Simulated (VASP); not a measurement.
A run of VASP 6.6.1 is set up as follows.

File POSCAR:

```
MgS
1.0
    0.0000000000      2.5909486793      2.5909486793
    2.5909486793      0.0000000000      2.5909486793
    2.5909486793      2.5909486793      0.0000000000
Mg S
1 1
Direct
    0.0000000000      0.0000000000      0.0000000000
    0.5000000000      0.5000000000      0.5000000000
```

INCAR.step1

```
  PREC = Accurate
  ENCUT = 520
  ISMEAR = 0
  SIGMA = 0.01
  LREAL = False
  LASPH = True
  NELM = 60
  NBANDS = 11
  GGA = PE
  ALGO = Normal
  EDIFF = 1E-4
  LWAVE = True
  LCHARG = False
```

INCAR.step2

```
  PREC = Accurate
  ENCUT = 520
  EDIFF = 1E-6
  ISMEAR = 0
  SIGMA = 0.01
  LREAL = False
  LASPH = True
  NELM = 60
  ALGO = Normal
  ISIF = 2
  LWAVE = False
  LCHARG = False
  METAGGA = R2SCAN
  LMIXTAU = True
  NBANDS = 11
  ISTART = 1
```

File KPOINTS:

```
Automatic mesh
0
Gamma
  8 8 8
```

Potentials or basis: VASP PAW PBE potentials, release 64 (Mg, S).

Run with:

```console
$ cat potpaw_PBE.64/Mg/POTCAR potpaw_PBE.64/S/POTCAR > POTCAR
$ cp INCAR.step1 INCAR
$ mpirun -np 1 vasp_std > vasp.out
$ cp INCAR.step2 INCAR
$ mpirun -np 1 vasp_std > vasp.out
```

Estimate the pressure.

0.5 GPa.

Estimate the band gap on the k mesh.

3.46 eV, indirect (least direct gap 4.72 eV).

Caveat: the PAW data sets were made with another functional, which shifts forces and pressure a little. A k mesh can miss the band edges.
